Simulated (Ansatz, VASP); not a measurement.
# Sc5Al: VASP beside Ansatz

```xyz
6
Lattice="3.2518 0.0000 0.0000 0.0000 3.2518 0.0000 0.0000 0.0000 13.0465" Properties=species:S:1:pos:R:3 pbc="T T T"
Sc    0.0000    0.0000    8.3942
Sc    1.6259    1.6259   10.7292
Sc    0.0000    0.0000    0.0000
Sc    1.6259    1.6259    2.3174
Sc    0.0000    0.0000    4.6524
Al    1.6259    1.6259    6.5233
```

Alike in both runs: task single point; functional PBE; k mesh 6 × 6 × 2; occupations gaussian, width 0.1 eV; collinear spin.

```csv
,VASP,Ansatz
version,VASP 6.6.1,Ansatz 0.2.0
potentials or method,"VASP PAW PBE potentials, release 64 (Sc_sv, Al), cutoff 520 eV","scalar-relativistic, plane waves, PAW"
valence electrons in the cell,58,58
```

VASP gave:

* gap on the k mesh at the Fermi level (eV): none
* pressure (GPa): 0.0
* traceless stress, the component that is largest in VASP (GPa): 0.11
* rms of the force components (eV/Å): 0.005
* net moment per atom (μB): 0.00

**Question.** Which values does Ansatz return?

**Answer.** gap on the k mesh at the Fermi level (eV): none; pressure (GPa): 0.0; traceless stress, the component that is largest in VASP (GPa): 0.10; rms of the force components (eV/Å): 0.004; net moment per atom (μB): 0.00.

Atom by atom the forces differ by 0.001 eV/Å (rms over components). A gap of «none» marks a metal or a gap that the smearing closes. The functional is the same, so the differences come from potentials, cutoffs and numerics. Ansatz's warnings: seeded moment not kept.
